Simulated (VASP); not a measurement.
Set up this calculation in VASP 6.6.1, as the native input.

| Property | Result |
| --- | --- |
| Task | single point |
| Functional | LDA |
| Potentials or basis | VASP PAW LDA potentials, release 64 (Ta_sv_GW, N) |
| Cutoff | 700 eV |
| k mesh | 10 × 10 × 9 |
| Occupations | gaussian, width 0.02 eV |
| Spin | no spin polarisation |
| Dipole correction | no |
| Further INCAR settings | ALGO = Normal; EDIFF = 1e-06; NBANDS = 16 |

The structure of TaN lies in POSCAR:

```
TaN
1.0
    2.9380000000      0.0000000000      0.0000000000
   -1.4690000000      2.5443826363      0.0000000000
    0.0000000000      0.0000000000      2.8830000000
Ta N
1 1
Direct
    0.0000000000      0.0000000000      0.5000000000
    0.6666666667      0.3333333333      0.0000000000
```

One way to write it, as run:

INCAR

```
SYSTEM = TaN
PREC = Accurate
ENCUT = 700
EDIFF = 1E-6
ISMEAR = 0
SIGMA = 0.02
LREAL = .FALSE.
LASPH = .TRUE.
NELM = 120
ALGO = Normal
ISIF = 2
LWAVE = .FALSE.
LCHARG = .FALSE.
GGA = CA
NBANDS = 16
GGA_COMPAT = .FALSE.
```

KPOINTS

```
Automatic mesh
0
G
  10 10 9
  0 0 0
```

Potentials or basis: VASP PAW LDA potentials, release 64 (Ta_sv_GW, N).

Command:

```sh
$ cat potpaw_LDA.64/Ta_sv_GW/POTCAR potpaw_LDA.64/N/POTCAR > POTCAR
$ mpirun -np 1 vasp_std > vasp.out
```

It gave:

The pressure is -10.6 GPa. The band gap on the k mesh is zero (bands 9 and 10 overlap by 0.29 eV).

Caveat: the cell stands under tension; spin-orbit coupling is left out, which moves the levels of the heavy elements.

Wall time 45 s on 1 thread of Intel(R) Xeon(R) Platinum 8259CL CPU @ 2.50GHz (Skylake/Cascade Lake), on a shared host, peak memory 0.18 GiB.
